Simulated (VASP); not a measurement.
# BN (P6_3/mmc) in VASP: a series of runs

Runs on BN. Level: PBE+D3(BJ). Tasks: single point.

Everything below comes from runs of VASP 6.6.1. Logs are shortened: lines on timing, memory, paths and dates and some standing lists are left out, and cuts for length are marked.

## (1) The cell of the first run

Symmetry: P6_3/mmc, No. 194, hexagonal system. Conventional cell: a = 2.504 Å, b = 2.504 Å, c = 6.661 Å, α = 90.00°, β = 90.00°, γ = 120.00°. B (site symmetry -6m2) has 3 N at 1.45 Å within 1.9 Å. Within 1.9 Å of N (site symmetry -6m2) lie 3 B at 1.45 Å.

## (2) Single point, PBE+D3(BJ)

Input file INCAR:

```
SYSTEM = BN
ALGO     = Normal         ! electronic algorithm
EDIFF    = 1E-7           ! SCF threshold, eV
ENCUT    = 520            ! plane-wave cutoff, eV
GGA      = PE             ! functional
ISIF     = 2              ! what is computed and relaxed
ISMEAR   = 0              ! smearing method
IVDW     = 12             ! dispersion correction
LASPH    = .TRUE.         ! aspherical terms in the spheres
LCHARG   = .FALSE.        ! write CHGCAR
LREAL    = .FALSE.        ! projectors in reciprocal space
LWAVE    = .FALSE.        ! write WAVECAR
NBANDS   = 16             ! bands
NELM     = 60             ! most SCF steps
PREC     = Accurate       ! precision mode
SIGMA    = 0.05           ! smearing width, eV
```

Input file KPOINTS:

```
k-points
0
G
  12 12 4
  0 0 0
```

Input file POSCAR:

```
BN
1.0
    2.5039917043      0.0000000000      0.0000000000
   -1.2519958522      2.1685204268      0.0000000000
    0.0000000000      0.0000000000      6.6612000000
B N
2 2
Direct
    0.3333333333      0.6666666667      0.2500000000
    0.6666666667      0.3333333333      0.7500000000
    0.3333333333      0.6666666667      0.7500000000
    0.6666666667      0.3333333333      0.2500000000
```

Potentials or basis: VASP PAW PBE potentials, release 64 (B, N).

Started as:

```bash
> cat potpaw_PBE.64/B/POTCAR potpaw_PBE.64/N/POTCAR > POTCAR
> mpirun -np 1 vasp_std > vasp.out
```

OUTCAR:

```text
SYSTEM = BN
   EDIFF = 1E-7
   ENCUT = 520
   GGA = PE
   ISIF = 2
   ISMEAR = 0
   IVDW = 12
   LASPH = .TRUE.
   LREAL = .FALSE.
   NELM = 60
   PREC = Accurate
 IVDW          = 12

 ion  position               nearest neighbor table
   1  0.333  0.667  0.250-   4 1.45   4 1.45   4 1.45
   2  0.667  0.333  0.750-   3 1.45   3 1.45   3 1.45
   3  0.333  0.667  0.750-   2 1.45   2 1.45   2 1.45
   4  0.667  0.333  0.250-   1 1.45   1 1.45   1 1.45

  LATTYP: Found a hexagonal cell.
 ALAT       =     2.5039917043
 C/A-ratio  =     2.6602324555

  Lattice vectors:

 A1 = (   2.5039917043,   0.0000000000,   0.0000000000)
 A2 = (  -1.2519958522,   2.1685204268,   0.0000000000)
 A3 = (   0.0000000000,   0.0000000000,   6.6612000000)

Analysis of symmetry for initial positions (statically):
=====================================================================
 Subroutine PRICEL returns:
 Original cell was already a primitive cell.

 Routine SETGRP: Setting up the symmetry group for a
 hexagonal supercell.

 Subroutine GETGRP returns: Found 24 space group operations
 (whereof 12 operations were pure point group operations)
 out of a pool of 24 trial point group operations.

The static configuration has the point symmetry D_3d.
 The point group associated with its full space group is D_6h.

Analysis of symmetry for dynamics (positions and initial velocities):
=====================================================================
 Subroutine PRICEL returns:
 Original cell was already a primitive cell.

 Routine SETGRP: Setting up the symmetry group for a
 hexagonal supercell.

 Subroutine GETGRP returns: Found 24 space group operations
 (whereof 12 operations were pure point group operations)
 out of a pool of 24 trial point group operations.

The dynamic configuration has the point symmetry D_3d.
 The point group associated with its full space group is D_6h.

 Subroutine INISYM returns: Found 24 space group operations
 (whereof 12 operations are pure point group operations),
 and found     1 'primitive' translations

----------------------------------------------------------------------------------------

                                     Primitive cell

  volume of cell :      36.1700

  direct lattice vectors                    reciprocal lattice vectors
     2.503991704  0.000000000  0.000000000     0.399362345  0.230571958  0.000000000
    -1.251995852  2.168520427  0.000000000     0.000000000  0.461143915  0.000000000
[... 94 lines left out ...]
   NFREE  =      0    steps in history (QN), initial steepest desc. (CG)
   ISIF   =      2    stress and relaxation
   ISYM   =      2    0-nonsym 1-usesym 2-fastsym
   POTIM  = 0.5000    time-step for ionic-motion
   TEBEG  =    0.0;   TEEND  =   0.0 temperature during run
   PSTRESS=    0.0 pullay stress
   NELECT =      16.0000    total number of electrons
   NUPDOWN=      -1.0000    fix difference up-down
   EMIN   =  10.00;   EMAX   =-10.00  energy-range for DOS
   EFERMI =   0.00;   METHOD = LEGACY
   ISMEAR =     0;   SIGMA  =   0.05  broadening in eV -4-tet -1-fermi 0-gaus
   EFERMI_NEDOS =   21; number of points for ismear=-14 and -15
   IALGO  =     38    algorithm
   IMIX   =      4    mixing-type and parameters
     AMIX     =   0.40;   BMIX     =  1.00
     AMIX_MAG =   1.60;   BMIX_MAG =  1.00
  volume/ion in A,a.u.               =       9.04        61.02
  Fermi-wavevector in a.u.,A,eV,Ry     =   1.247379  2.357205 21.170055  1.555955
  Thomas-Fermi vector in A             =   2.381514
   LORBIT       =      0    0 simple, 1 ext, 2 COOP (PROOUT), +10 PAW based schemes
   GGA     = PE    functional components
   LHFCALC =     F    Hartree Fock is set to
   AEXX    =    0.0000 exact exchange contribution
   IVDW    =    12    specifies the selected vdW correction
   LEPSILON=     F    determine dielectric tensor
   LRPA    =     F    only Hartree local field effects (RPA)
 non-spin polarized calculation
 Gauss-broadening in eV      SIGMA  =   0.05
  energy-cutoff  :      520.00
  volume of cell :       36.17
 maximum number of plane-waves:       992
 NGX is ok and might be reduce to    20

 number of electron      15.9999998 magnetization

 Free energy of the ion-electron system (eV)
  ---------------------------------------------------
  ext. energy  EPLUGINS =         0.00000000
  ---------------------------------------------------
  free energy    TOTEN  =       -35.15478759 eV

  energy without entropy =      -35.15478759  energy(sigma->0) =      -35.15478759

 E-fermi :   2.5655     XC(G=0): -10.0491

 val. band max:        2.2479195223   @ k =   0.3333   0.3333   0.5000
 cond. band min:       6.5290068577   @ k =   0.5000   0.0000   0.0000
 fundamental gap:      4.2810873354
 Fermi energy:         2.5654686270

 k-point     1 :       0.0000    0.0000    0.0000
  band No.  band energies     occupation
      1     -15.5471      2.00000
      2     -15.2597      2.00000
      3      -3.9516      2.00000
      4      -1.8580      2.00000
      5       0.9177      2.00000
      6       0.9177      2.00000
[... 433 lines left out ...]
      3      -4.6374      2.00000
      4      -4.5813      2.00000
      5      -1.3303      2.00000
      6      -1.2881      2.00000
[... 8 lines left out ...]
     15      19.0306      0.00000
     16      20.8237      0.00000

 [... further k-points ...]

------------------------ aborting loop because EDIFF is reached ----------------------------------------

 Edisp (eV)   -0.56243

 E8    (eV) :    -0.1646

  FORCE on cell =-STRESS in cart. coord.  units (eV):
  Direction    XX          YY          ZZ          XY          YZ          ZX
  --------------------------------------------------------------------------------------
  -------------------------------------------------------------------------------------
  Total       0.27890     0.27890    -0.07744    -0.00000     0.00000     0.00000
  in kB      12.35400    12.35400    -3.43010    -0.00000     0.00000     0.00000
  external pressure =        7.09 kB  Pullay stress =        0.00 kB

 VOLUME and BASIS-vectors are now :
 -----------------------------------------------------------------------------
  energy-cutoff  :      520.00
  volume of cell :       36.17
      direct lattice vectors                 reciprocal lattice vectors
     2.503991704  0.000000000  0.000000000     0.399362345  0.230571958  0.000000000
    -1.251995852  2.168520427  0.000000000     0.000000000  0.461143915  0.000000000
     0.000000000  0.000000000  6.661200000     0.000000000  0.000000000  0.150123101

 POSITION                                       TOTAL-FORCE (eV/Angst)
 -----------------------------------------------------------------------------------
     -0.00000      1.44568      1.66530         0.000000      0.000000      0.000000
      1.25200      0.72284      4.99590        -0.000000      0.000000      0.000000
     -0.00000      1.44568      4.99590         0.000000      0.000000      0.000000
      1.25200      0.72284      1.66530        -0.000000      0.000000      0.000000
 -----------------------------------------------------------------------------------
    total drift:                               -0.000000      0.000000      0.000000

  FREE ENERGIE OF THE ION-ELECTRON SYSTEM (eV)
  ---------------------------------------------------
  free  energy   TOTEN  =       -35.7172148383 eV

  energy  without entropy=      -35.7172148383  energy(sigma->0) =      -35.71721484
```

OSZICAR:

```text
N       E                     dE             d eps       ncg     rms          rms(c)
DAV:   1     0.487755370351E+02    0.48776E+02   -0.80392E+03  1824   0.927E+02
DAV:   2    -0.354630836784E+02   -0.84239E+02   -0.75919E+02  2544   0.219E+02
DAV:   3    -0.386971420196E+02   -0.32341E+01   -0.32208E+01  2424   0.429E+01
DAV:   4    -0.387183826970E+02   -0.21241E-01   -0.21238E-01  2192   0.383E+00
DAV:   5    -0.387185816411E+02   -0.19894E-03   -0.19894E-03  2360   0.352E-01    0.113E+01
DAV:   6    -0.355102319546E+02    0.32083E+01   -0.51955E+00  2368   0.175E+01    0.505E+00
DAV:   7    -0.352327688089E+02    0.27746E+00   -0.57893E-01  2448   0.553E+00    0.316E+00
DAV:   8    -0.351586637794E+02    0.74105E-01   -0.23508E-01  2336   0.325E+00    0.479E-01
DAV:   9    -0.351537322640E+02    0.49315E-02   -0.15580E-02  2104   0.102E+00    0.196E-01
DAV:  10    -0.351546726861E+02   -0.94042E-03   -0.13825E-03  2096   0.282E-01    0.352E-02
DAV:  11    -0.351547743964E+02   -0.10171E-03   -0.99411E-05  2256   0.800E-02    0.249E-02
DAV:  12    -0.351547873155E+02   -0.12919E-04   -0.29815E-05  1992   0.380E-02    0.271E-03
DAV:  13    -0.351547874714E+02   -0.15589E-06   -0.70108E-07  2512   0.645E-03    0.921E-04
DAV:  14    -0.351547875888E+02   -0.11738E-06   -0.16181E-07  1888   0.271E-03    0.202E-04
DAV:  15    -0.351547875898E+02   -0.10036E-08   -0.20483E-09  1408   0.378E-04
   1 F= -.35717215E+02 E0= -.35717215E+02  d E =-.708801E-21
```

It took 15 s on 1 thread of Intel Xeon 6975P-C (Granite Rapids), shared host; peak memory 0.17 GiB.

Results:

- Free energy: -35.7172 eV
- Pressure: 0.7 GPa
- Band gap on the k mesh: 4.28 eV, indirect (least direct gap 4.64 eV)
- Dispersion energy per atom: -0.141 eV

## (3) Single point, PBE+D3(BJ)

This run uses another cell than the first one: it holds 8 atoms, not 4.

Input file INCAR:

```
SYSTEM = BN
  PREC = Accurate
  ENCUT = 520
  EDIFF = 1E-6
  ISMEAR = 0
  SIGMA = 0.05
  LREAL = .False.
  LASPH = .True.
  NELM = 100
  ALGO = Normal
  ISIF = 2
  LWAVE = .False.
  LCHARG = .False.
  GGA = PE
  IVDW = 12
  NBANDS = 26
```

Input file KPOINTS:

```
regular mesh
0
Gamma
  10 10 2
  0 0 0
```

Input file POSCAR:

```
BN
1.0
   -2.5039917043      0.0000000000      0.0000000000
   -1.2519958521     -2.1685204268      0.0000000000
    0.0000000000      0.0000000000     13.3224000000
B N
4 4
Direct
    0.3333333333      0.3333333333      0.1250000000
    0.3333333333      0.3333333333      0.6250000000
    0.6666666667      0.6666666667      0.3750000000
    0.6666666667      0.6666666667      0.8750000000
    0.3333333333      0.3333333333      0.3750000000
    0.3333333333      0.3333333333      0.8750000000
    0.6666666667      0.6666666667      0.1250000000
    0.6666666667      0.6666666667      0.6250000000
```

Potentials or basis: VASP PAW PBE potentials, release 64 (B, N).

Started as:

```bash
> cat potpaw_PBE.64/B/POTCAR potpaw_PBE.64/N/POTCAR > POTCAR
> mpirun -np 1 vasp_std > vasp.out
```

OUTCAR:

```text
SYSTEM = BN
   PREC = Accurate
   ENCUT = 520
   EDIFF = 1E-6
   ISMEAR = 0
   LREAL = .False.
   LASPH = .True.
   NELM = 100
   ISIF = 2
   GGA = PE
   IVDW = 12
 IVDW          = 12

 ion  position               nearest neighbor table
   1  0.333  0.333  0.125-   7 1.45   7 1.45   7 1.45
   2  0.333  0.333  0.625-   8 1.45   8 1.45   8 1.45
   3  0.667  0.667  0.375-   5 1.45   5 1.45   5 1.45
   4  0.667  0.667  0.875-   6 1.45   6 1.45   6 1.45
   5  0.333  0.333  0.375-   3 1.45   3 1.45   3 1.45
[... 931 lines left out ...]
  Total       0.56102     0.56102    -0.14785    -0.00000     0.00000     0.00000
  in kB      12.42547    12.42547    -3.27461    -0.00000     0.00000     0.00000
  external pressure =        7.19 kB  Pullay stress =        0.00 kB

 VOLUME and BASIS-vectors are now :
 -----------------------------------------------------------------------------
  energy-cutoff  :      520.00
  volume of cell :       72.34
      direct lattice vectors                 reciprocal lattice vectors
    -2.503991704  0.000000000  0.000000000    -0.399362345  0.230571958  0.000000000
    -1.251995852 -2.168520427  0.000000000     0.000000000 -0.461143915  0.000000000
     0.000000000  0.000000000 13.322400000     0.000000000  0.000000000  0.075061550

 POSITION                                       TOTAL-FORCE (eV/Angst)
 -----------------------------------------------------------------------------------
     -1.25200     -0.72284      1.66530         0.000000      0.000000      0.000000
     -1.25200     -0.72284      8.32650         0.000000      0.000000     -0.000000
     -2.50399     -1.44568      4.99590        -0.000000     -0.000000      0.000000
     -2.50399     -1.44568     11.65710         0.000000     -0.000000     -0.000000
     -1.25200     -0.72284      4.99590        -0.000000      0.000000      0.000000
     -1.25200     -0.72284     11.65710        -0.000000      0.000000     -0.000000
     -2.50399     -1.44568      1.66530         0.000000      0.000000     -0.000000
     -2.50399     -1.44568      8.32650         0.000000     -0.000000      0.000000
 -----------------------------------------------------------------------------------
    total drift:                                0.000000      0.000000      0.000000

  FREE ENERGIE OF THE ION-ELECTRON SYSTEM (eV)
  ---------------------------------------------------
  free  energy   TOTEN  =       -71.4344205479 eV

  energy  without entropy=      -71.4344205479  energy(sigma->0) =      -71.43442055
```

OSZICAR:

```text
N       E                     dE             d eps       ncg     rms          rms(c)
DAV:   1     0.129789526761E+03    0.12979E+03   -0.16225E+04  1464   0.114E+03
DAV:   2    -0.670867572491E+02   -0.19688E+03   -0.18112E+03  1962   0.269E+02
DAV:   3    -0.773169628746E+02   -0.10230E+02   -0.10154E+02  1924   0.604E+01
DAV:   4    -0.774353330225E+02   -0.11837E+00   -0.11828E+00  1870   0.704E+00
DAV:   5    -0.774371408105E+02   -0.18078E-02   -0.18074E-02  1888   0.848E-01    0.159E+01
DAV:   6    -0.710328492211E+02    0.64043E+01   -0.14528E+01  1696   0.215E+01    0.718E+00
DAV:   7    -0.704724062000E+02    0.56044E+00   -0.10303E+00  1840   0.597E+00    0.448E+00
DAV:   8    -0.703171676541E+02    0.15524E+00   -0.58779E-01  1844   0.400E+00    0.667E-01
DAV:   9    -0.703077402907E+02    0.94274E-02   -0.29281E-02  1836   0.104E+00    0.247E-01
DAV:  10    -0.703093475060E+02   -0.16072E-02   -0.34601E-03  1804   0.330E-01    0.555E-02
DAV:  11    -0.703095350572E+02   -0.18755E-03   -0.27346E-04  1836   0.103E-01    0.260E-02
DAV:  12    -0.703095654806E+02   -0.30423E-04   -0.75901E-05  1702   0.506E-02    0.553E-03
DAV:  13    -0.703095660508E+02   -0.57022E-06   -0.13013E-06  1520   0.761E-03
   1 F= -.71434421E+02 E0= -.71434421E+02  d E =-.103896E-13
```

Wall time 77 s (1 thread of Intel Xeon 8259CL, shared host); peak memory 0.21 GiB.

What came out:

```
Free energy                : -71.4344 eV
Pressure                   : 0.7 GPa
Band gap on the k mesh     : 4.24 eV
Dispersion energy per atom : -0.141 eV
```

Stress tensor (GPa, compression positive):
```
 1.24  0.00  0.00
 0.00  1.24  0.00
 0.00  0.00 -0.33
```

A k mesh can miss the band edges. Expect the measured gap to be larger: semilocal functionals such as PBE lack the derivative discontinuity.
